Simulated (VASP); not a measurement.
# Nb (Im-3m) in VASP: notebook

Runs on Nb. Level: PBEsol. Tasks: single point.

Everything below comes from runs of VASP 6.6.1. Logs are shortened: lines on timing, memory, paths and dates and some standing lists are left out, and cuts for length are marked.

### 1 The cell of the first run

It takes space group Im-3m (No. 229, cubic). The conventional cell has a = 3.272 Å, b = 3.272 Å, c = 3.272 Å, α = 90.00°, β = 90.00°, γ = 90.00°. Nb (site symmetry m-3m) has 14 Nb at 2.83 to 3.27 Å within 3.7 Å.

### 2 Single point, PBEsol

The input, INCAR:

```
SYSTEM = Nb
PREC = Accurate
ENCUT = 520
EDIFF = 1E-6
ISMEAR = 0
SIGMA = 0.1
LREAL = .False.
LASPH = .True.
NELM = 80
ALGO = Normal
ISIF = 2
LWAVE = .False.
LCHARG = .False.
GGA = PS
NBANDS = 12
```

The input, KPOINTS:

```
regular mesh
0
Gamma
  18 18 18
  0 0 0
```

The input, POSCAR:

```
Nb
1.0
   -1.6362222516      1.6362222516      1.6362222516
    1.6362222516     -1.6362222516      1.6362222516
    1.6362222516      1.6362222516     -1.6362222516
Nb
1
Direct
    0.0000000000      0.0000000000      0.0000000000
```

Potentials or basis: VASP PAW PBE potentials, release 64 (Nb_sv).

Run with:

```sh
> cat potpaw_PBE.64/Nb_sv/POTCAR > POTCAR
> mpirun -np 1 vasp_std > vasp.out
```

OUTCAR:

```text
SYSTEM = Nb
   PREC = Accurate
   ENCUT = 520
   EDIFF = 1E-6
   ISMEAR = 0
   LREAL = .False.
   LASPH = .True.
   NELM = 80
   ISIF = 2
   GGA = PS

 ion  position               nearest neighbor table
   1  0.000  0.000  0.000-

  LATTYP: Found a body centered cubic cell.
 ALAT       =     3.2724445032

  Lattice vectors:

 A1 = (  -1.6362222516,   1.6362222516,   1.6362222516)
 A2 = (   1.6362222516,  -1.6362222516,   1.6362222516)
 A3 = (   1.6362222516,   1.6362222516,  -1.6362222516)

Analysis of symmetry for initial positions (statically):
=====================================================================
 Subroutine PRICEL returns:
 Original cell was already a primitive cell.

 Routine SETGRP: Setting up the symmetry group for a
 body centered cubic supercell.

 Subroutine GETGRP returns: Found 48 space group operations
 (whereof 48 operations were pure point group operations)
 out of a pool of 48 trial point group operations.

The static configuration has the point symmetry O_h .

Analysis of symmetry for dynamics (positions and initial velocities):
=====================================================================
 Subroutine PRICEL returns:
 Original cell was already a primitive cell.

 Routine SETGRP: Setting up the symmetry group for a
 body centered cubic supercell.

 Subroutine GETGRP returns: Found 48 space group operations
 (whereof 48 operations were pure point group operations)
 out of a pool of 48 trial point group operations.

The dynamic configuration has the point symmetry O_h .

 Subroutine INISYM returns: Found 48 space group operations
 (whereof 48 operations are pure point group operations),
 and found     1 'primitive' translations

----------------------------------------------------------------------------------------

                                     Primitive cell

  volume of cell :      17.5221

  direct lattice vectors                    reciprocal lattice vectors
    -1.636222252  1.636222252  1.636222252     0.000000000  0.305581958  0.305581958
     1.636222252 -1.636222252  1.636222252     0.305581958  0.000000000  0.305581958
     1.636222252  1.636222252 -1.636222252     0.305581958  0.305581958  0.000000000

  length of vectors
     2.834020072  2.834020072  2.834020072     0.432158150  0.432158150  0.432158150

  position of ions in fractional coordinates (direct lattice)
     0.000000000  0.000000000  0.000000000

  ion indices of the primitive-cell ions
   primitive index   ion index
                 1           1

----------------------------------------------------------------------------------------

 KPOINTS: regular mesh

Automatic generation of k-mesh.
 Grid dimensions read from file:
 generate k-points for:   18   18   18

 Generating k-lattice:

  Cartesian coordinates                     Fractional coordinates (reciprocal lattice)
     0.000000000  0.016976775  0.016976775     0.055555556  0.000000000  0.000000000
     0.016976775  0.000000000  0.016976775     0.000000000  0.055555556  0.000000000
     0.016976775  0.016976775  0.000000000     0.000000000  0.000000000  0.055555556

  Length of vectors
     0.024008786  0.024008786  0.024008786

  Shift w.r.t. Gamma in fractional coordinates (k-lattice)
     0.000000000  0.000000000  0.000000000

 Subroutine IBZKPT returns following result:
 ===========================================

 Found    195 irreducible k-points:

 Following reciprocal coordinates:
            Coordinates               Weight
  0.000000  0.000000  0.000000      1.000000
  0.055556  0.000000  0.000000     12.000000
  0.111111  0.000000  0.000000     12.000000
  0.166667  0.000000  0.000000     12.000000
  0.222222  0.000000  0.000000     12.000000
  0.277778  0.000000  0.000000     12.000000
[... 16 lines left out ...]
  0.333333  0.111111  0.000000     48.000000
  0.388889  0.111111  0.000000     48.000000
 [... further k-points ...]
   k-points           NKPTS =    195   k-points in BZ     NKDIM =    195   number of bands    NBANDS=     12
   number of dos      NEDOS =    301   number of ions     NIONS =      1
   total plane-waves  NPLWV =  13824
   dimension x,y,z NGX =    24 NGY =   24 NGZ =   24
   dimension x,y,z NGXF=    48 NGYF=   48 NGZF=   48
   ions per type =               1
   NGX,Y,Z   is equivalent  to a cutoff of  14.08, 14.08, 14.08 a.u.
   NGXF,Y,Z  is equivalent  to a cutoff of  28.16, 28.16, 28.16 a.u.
 SYSTEM =  Nb
   PREC   = accura    normal or accurate (medium, high low for compatibility)
   ISTART =      0    job   : 0-new  1-cont  2-samecut
   ICHARG =      2    charge: 1-file 2-atom 10-const
   ISPIN  =      1    spin polarized calculation?
   LNONCOLLINEAR =      F non collinear calculations
   LSORBIT =      F    spin-orbit coupling
   LASPH  =      T    aspherical Exc in radial PAW
   ENCUT  =  520.0 eV  38.22 Ry    6.18 a.u.   5.27  5.27  5.27*2*pi/ulx,y,z
   NELM   =     80;   NELMIN=  2; NELMDL= -5     # of ELM steps
   EDIFF  = 0.1E-05   stopping-criterion for ELM
   LREAL  =      F    real-space projection
   EDIFFG = 0.1E-04   stopping-criterion for IOM
   NSW    =      0    number of steps for IOM
   IBRION =     -1    ionic relax: 0-MD 1-quasi-New 2-CG
   NFREE  =      0    steps in history (QN), initial steepest desc. (CG)
   ISIF   =      2    stress and relaxation
   ISYM   =      2    0-nonsym 1-usesym 2-fastsym
   POTIM  = 0.5000    time-step for ionic-motion
   TEBEG  =    0.0;   TEEND  =   0.0 temperature during run
   PSTRESS=    0.0 pullay stress
   NELECT =      13.0000    total number of electrons
   NUPDOWN=      -1.0000    fix difference up-down
   EMIN   =  10.00;   EMAX   =-10.00  energy-range for DOS
   EFERMI =   0.00;   METHOD = LEGACY
   ISMEAR =     0;   SIGMA  =   0.10  broadening in eV -4-tet -1-fermi 0-gaus
   EFERMI_NEDOS =   21; number of points for ismear=-14 and -15
   IALGO  =     38    algorithm
   IMIX   =      4    mixing-type and parameters
     AMIX     =   0.40;   BMIX     =  1.00
     AMIX_MAG =   1.60;   BMIX_MAG =  1.00
  volume/ion in A,a.u.               =      17.52       118.25
  Fermi-wavevector in a.u.,A,eV,Ry     =   1.482041  2.800652 29.884470  2.196447
  Thomas-Fermi vector in A             =   2.595877
   LORBIT       =      0    0 simple, 1 ext, 2 COOP (PROOUT), +10 PAW based schemes
   GGA     = PS    functional components
   LHFCALC =     F    Hartree Fock is set to
   AEXX    =    0.0000 exact exchange contribution
   IVDW    =     0    specifies the selected vdW correction
   LEPSILON=     F    determine dielectric tensor
   LRPA    =     F    only Hartree local field effects (RPA)
 non-spin polarized calculation
 Gauss-broadening in eV      SIGMA  =   0.10
  energy-cutoff  :      520.00
  volume of cell :       17.52
 maximum number of plane-waves:       490
 NGX is ok and might be reduce to    24
   NGX = 11   NGY = 11   NGZ = 11

 number of electron      13.0000001 magnetization

 Free energy of the ion-electron system (eV)
  ---------------------------------------------------
  ext. energy  EPLUGINS =         0.00000000
  ---------------------------------------------------
  free energy    TOTEN  =       -10.95556481 eV

  energy without entropy =      -10.94769595  energy(sigma->0) =      -10.95163038

 E-fermi :  11.4163     XC(G=0): -12.7732

 val. band max:       11.4139376007   @ k =   0.2778   0.1111   0.0556
 cond. band min:      11.4181971302   @ k =   0.3333   0.1667   0.1667
 fundamental gap:      0.0042595295
 Fermi energy:        11.4163412070

 k-point     1 :       0.0000    0.0000    0.0000
  band No.  band energies     occupation
      1     -42.8054      2.00000
      2     -18.0583      2.00000
      3     -18.0583      2.00000
      4     -18.0583      2.00000
      5       5.4100      2.00000
      6      11.7884      0.00000
      7      11.7884      0.00000
      8      11.7884      0.00000
      9      14.7915      0.00000
     10      14.7915      0.00000
     11      25.7195      0.00000
     12      25.7195      0.00000

 k-point     2 :       0.0556    0.0000    0.0000
  band No.  band energies     occupation
      1     -42.7972      2.00000
      2     -18.1072      2.00000
      3     -18.0730      2.00000
      4     -18.0587      2.00000
      5       5.5428      2.00000
      6      11.7054      0.00004
      7      11.7694      0.00000
      8      11.9155      0.00000
      9      14.6598      0.00000
     10      14.7912      0.00000
     11      25.8319      0.00000
     12      25.9488      0.00000

 k-point     3 :       0.1111    0.0000    0.0000
  band No.  band energies     occupation
      1     -42.7737      2.00000
      2     -18.2463      2.00000
      3     -18.1151      2.00000
      4     -18.0600      2.00000
      5       5.9225      2.00000
      6      11.4763      0.39677
      7      11.6886      0.00012
      8      12.2921      0.00000
      9      14.3799      0.00000
     10      14.7969      0.00000
     11      26.1117      0.00000
     12      26.6145      0.00000

 k-point     4 :       0.1667    0.0000    0.0000
  band No.  band energies     occupation
      1     -42.7375      2.00000
      2     -18.4550      2.00000
      3     -18.1790      2.00000
      4     -18.0620      2.00000
      5       6.4877      2.00000
      6      11.1502      1.99983
      7      11.5151      0.16249
      8      12.9037      0.00000
      9      14.1809      0.00000
     10      14.8258      0.00000
     11      26.3557      0.00000
     12      27.6613      0.00000

 k-point     5 :       0.2222    0.0000    0.0000
  band No.  band energies     occupation
      1     -42.6928      2.00000
      2     -18.7043      2.00000
      3     -18.2563      2.00000
      4     -18.0645      2.00000
      5       7.1138      2.00000
      6      10.7842      2.00000
      7      11.3352      1.74908
      8      13.7247      0.00000
      9      14.1887      0.00000
     10      14.8954      0.00000
     11      26.2176      0.00000
     12      27.9497      0.00000

 k-point     6 :       0.2778    0.0000    0.0000
  band No.  band energies     occupation
      1     -42.6447      2.00000
      2     -18.9622      2.00000
      3     -18.3375      2.00000
      4     -18.0672      2.00000
      5       7.5948      2.00000
      6      10.4279      2.00000
      7      11.3980      1.20501
      8      14.3656      0.00000
      9      14.7141      0.00000
     10      15.0146      0.00000
     11      25.5679      0.00000
     12      27.3021      0.00000

 k-point     7 :       0.3333    0.0000    0.0000
  band No.  band energies     occupation
      1     -42.5991      2.00000
      2     -19.1982      2.00000
      3     -18.4126      2.00000
      4     -18.0698      2.00000
      5       7.7673      2.00000
      6      10.1184      2.00000
      7      11.8941      0.00000
      8      14.6103      0.00000
      9      15.1765      0.00000
     10      15.8049      0.00000
     11      24.6916      0.00000
     12      26.1853      0.00000

 k-point     8 :       0.3889    0.0000    0.0000
  band No.  band energies     occupation
      1     -42.5616      2.00000
      2     -19.3865      2.00000
      3     -18.4732      2.00000
      4     -18.0720      2.00000
      5       7.7155      2.00000
      6       9.8816      2.00000
      7      12.6935      0.00000
      8      14.8143      0.00000
      9      15.3529      0.00000
     10      16.8805      0.00000
     11      23.8855      0.00000
     12      25.0579      0.00000
[... 166 lines left out ...]
 k-point    20 :       0.1667    0.1111   -0.0000
  band No.  band energies     occupation
      1     -42.6752      2.00000
      2     -18.7751      2.00000
      3     -18.2609      2.00000
      4     -18.1187      2.00000
      5       7.4353      2.00000
      6      10.7837      2.00000
      7      10.9701      2.00000
      8      13.8852      0.00000
      9      14.2604      0.00000
     10      15.1837      0.00000
     11      26.7876      0.00000
     12      27.5559      0.00000

 k-point    21 :       0.2222    0.1111    0.0000
  band No.  band energies     occupation
      1     -42.6299      2.00000
      2     -18.9947      2.00000
      3     -18.3551      2.00000
      4     -18.1264      2.00000
      5       7.9437      2.00000
      6      10.4372      2.00000
      7      10.9712      2.00000
      8      14.0245      0.00000
      9      15.2573      0.00000
     10      15.3891      0.00000
     11      25.9252      0.00000
     12      27.2565      0.00000

 k-point    22 :       0.2778    0.1111    0.0000
  band No.  band energies     occupation
      1     -42.5870      2.00000
      2     -19.1948      2.00000
      3     -18.4463      2.00000
      4     -18.1317      2.00000
      5       8.1387      2.00000
      6      10.1567      2.00000
      7      11.3559      1.60759
      8      14.2916      0.00000
      9      15.4658      0.00000
     10      16.4558      0.00000
     11      24.9898      0.00000
     12      26.2953      0.00000

 k-point    23 :       0.3333    0.1111    0.0000
  band No.  band energies     occupation
      1     -42.5518      2.00000
      2     -19.3543      2.00000
      3     -18.5210      2.00000
      4     -18.1356      2.00000
      5       8.0849      2.00000
      6       9.9518      2.00000
      7      12.0138      0.00000
      8      14.5669      0.00000
      9      15.6156      0.00000
     10      17.5609      0.00000
     11      24.2181      0.00000
     12      25.1218      0.00000

 k-point    24 :       0.3889    0.1111    0.0000
  band No.  band energies     occupation
      1     -42.5286      2.00000
      2     -19.4569      2.00000
      3     -18.5697      2.00000
      4     -18.1380      2.00000
      5       7.9806      2.00000
      6       9.8260      2.00000
      7      12.6237      0.00000
      8      14.6891      0.00000
      9      15.8238      0.00000
     10      18.4308      0.00000
     11      23.6470      0.00000
     12      24.2234      0.00000

 [... further k-points ...]
[... 5 lines left out ...]
  --------------------------------------------------------------------------------------
  -------------------------------------------------------------------------------------
  Total       -0.0330564     -0.0330564     -0.0330564      0.0000000     -0.0000000      0.0000000
  in kB       -3.0225915     -3.0225915     -3.0225915      0.0000000     -0.0000000      0.0000000
  external PRESSURE =      -3.0225915 kB  Pullay stress =       0.0000000 kB

 VOLUME and BASIS-vectors are now :
 -----------------------------------------------------------------------------
  energy-cutoff  :      520.00
  volume of cell :       17.52
      direct lattice vectors                 reciprocal lattice vectors
    -1.636222252  1.636222252  1.636222252     0.000000000  0.305581958  0.305581958
     1.636222252 -1.636222252  1.636222252     0.305581958  0.000000000  0.305581958
     1.636222252  1.636222252 -1.636222252     0.305581958  0.305581958  0.000000000

 POSITION                                       TOTAL-FORCE (eV/Angst)
 -----------------------------------------------------------------------------------
      0.00000      0.00000      0.00000         0.000000      0.000000      0.000000
 -----------------------------------------------------------------------------------
    total drift:                                0.000000      0.000000     -0.000000

  FREE ENERGIE OF THE ION-ELECTRON SYSTEM (eV)
  ---------------------------------------------------
  free  energy   TOTEN  =       -10.9555648120 eV

  energy  without entropy=      -10.9476959540  energy(sigma->0) =      -10.95163038
```

It took 13 s on 1 thread of Intel Xeon 6975P-C (Granite Rapids), shared host; peak memory 0.16 GiB.

What came out:

* Free energy: -10.9556 eV
* Pressure: -0.3 GPa
* Band gap on the k mesh: zero (an odd number of electrons rules out a gap without spin polarisation)

Levels at points of the mesh, in eV from the Fermi level:
```tsv
k point	band 4	band 5	band 6	band 7	band 8	band 9
(0.00, 0.00, 0.00)	-29.47	-6.01	0.37	0.37	0.37	3.38
(0.50, 0.00, 0.00)	-29.49	-3.84	-1.73	2.44	3.43	4.13
(0.50, 0.50, 0.50)	-30.49	-3.88	-3.88	5.85	5.85	5.85
```

Caveat: the PAW data sets were made with another functional, which shifts forces and pressure a little.

### 3 Single point, PBEsol

The input, INCAR:

```
SYSTEM = Nb
PREC     = Accurate       ! precision mode
ENCUT    = 520            ! plane-wave cutoff, eV
EDIFF    = 1E-6           ! SCF threshold, eV
ISMEAR   = 0              ! smearing method
SIGMA    = 0.1            ! smearing width, eV
LREAL    = .FALSE.        ! projectors in reciprocal space
LASPH    = .TRUE.         ! aspherical terms in the spheres
NELM     = 80             ! most SCF steps
ALGO     = Fast           ! electronic algorithm
ISIF     = 2              ! what is computed and relaxed
LWAVE    = .FALSE.        ! write WAVECAR
LCHARG   = .TRUE.         ! write CHGCAR
GGA      = PS             ! functional
LELF     = .TRUE.         ! ELF
LVHAR    = .TRUE.       
NBANDS   = 12             ! bands
ISYM     = 0
```

The input, KPOINTS:

```
regular mesh
0
G
  13 13 15
  0 0 0
```

The input, POSCAR:

```
Nb
1.0
    2.8340200723      0.0000000000      0.0000000000
   -0.9446733574      2.6719397482      0.0000000000
    0.9446733574      1.3359698741      2.3139676993
Nb
1
Direct
    0.0000000000      0.0000000000      0.0000000000
```

Potentials or basis: VASP PAW PBE potentials, release 64 (Nb_sv).

Run with:

```sh
> cat potpaw_PBE.64/Nb_sv/POTCAR > POTCAR
> mpirun -np 1 vasp_std > vasp.out
```

Wall time 3.2 min (1 thread of Intel Xeon 6975P-C (Granite Rapids), shared host); peak memory 0.36 GiB.

It converged, with:

| Property | Result |
| --- | --- |
| Free energy | -10.9601 eV |
| Pressure | -0.6 GPa |
| Band gap on the k mesh | zero (an odd number of electrons rules out a gap without spin polarisation) |

Levels at points of the mesh, in eV from the Fermi level:
```csv
k point,band 3,band 4,band 5,band 6,band 7,band 8,band 9,band 10,band 11,band 12
"(0.00, 0.00, 0.00)",-29.48,-29.48,-6.01,0.36,0.36,0.37,3.37,3.37,14.29,14.30
```

Caveat: the PAW data sets were made with another functional, which shifts forces and pressure a little.
